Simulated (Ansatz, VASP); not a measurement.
# One calculation of V, two programs

```
CELL_PARAMETERS angstrom
2.60429 0.00000 0.00000
-1.30215 2.25538 0.00000
0.00000 0.00000 4.72334
ATOMIC_POSITIONS crystal
V 0.33333 0.66667 0.25000
V 0.66667 0.33333 0.75000
```

Alike in both runs: task relaxation of cell and atoms; functional PBE; k mesh 12 × 12 × 6; occupations fermi-dirac, width 0.05 eV; collinear spin.

|  | VASP | Ansatz |
| --- | --- | --- |
| version | VASP 6.6.1 | Ansatz 0.2.0 |
| potentials or method | VASP PAW PBE potentials, release 64 (V_sv) | Ansatz PAW |
| plane-wave cutoff (eV) | 600 | 420 |
| valence electrons in the cell | 26 | 26 |

Ansatz gave:

```
gap on the k mesh at the Fermi level, each at its own relaxed structure (eV) : none
net moment per atom (μB)                                                     : 0.00
relaxed volume (Å³/atom)                                                     : 13.83
relaxed length of the cell vector where the two differ most in proportion (Å)              : 2.606
```

Task: Estimate VASP's values.

Result: gap on the k mesh at the Fermi level, each at its own relaxed structure (eV): none; net moment per atom (μB): 0.00; relaxed volume (Å³/atom): 13.84; relaxed length of the cell vector where the two differ most in proportion (Å): 2.608.

A gap of «none» marks a metal or a gap that the smearing closes.

Noted on Ansatz's run: the plane-wave basis is chosen anew once the cell has moved, so the energies of steps on either side of that aren't comparable.
